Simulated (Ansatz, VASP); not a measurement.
## CsBr in VASP and in Ansatz

```
Cs Br
1.0
     4.34661    0.00000    0.00000
     0.00000    4.34661    0.00000
     0.00000    0.00000    4.34661
Cs Br
1 1
Direct
  0.00000 0.00000 0.00000
  0.50000 0.50000 0.50000
```

Alike in both runs: task single point; functional PBE; k mesh 6 × 6 × 6; no spin polarisation.

|  | VASP | Ansatz |
| --- | --- | --- |
| version | VASP 6.6.1 | Ansatz 0.2.0 |
| potentials or method | VASP PAW PBE potentials, release 64 (Cs_sv, Br) | plane waves, PAW |
| plane-wave cutoff (eV) | 500 | 420 |
| occupations | gaussian, width 0.01 eV | fixed |
| valence electrons in the cell | 16 | 16 |

|  | VASP | Ansatz | Ansatz less VASP |
| --- | --- | --- | --- |
| gap on the k mesh at the Fermi level (eV) | 4.35 | 4.36 | +0.012 |
| pressure (GPa) | 0.4 | 0.4 | -0.04 |

Neither program's run includes spin-orbit coupling.
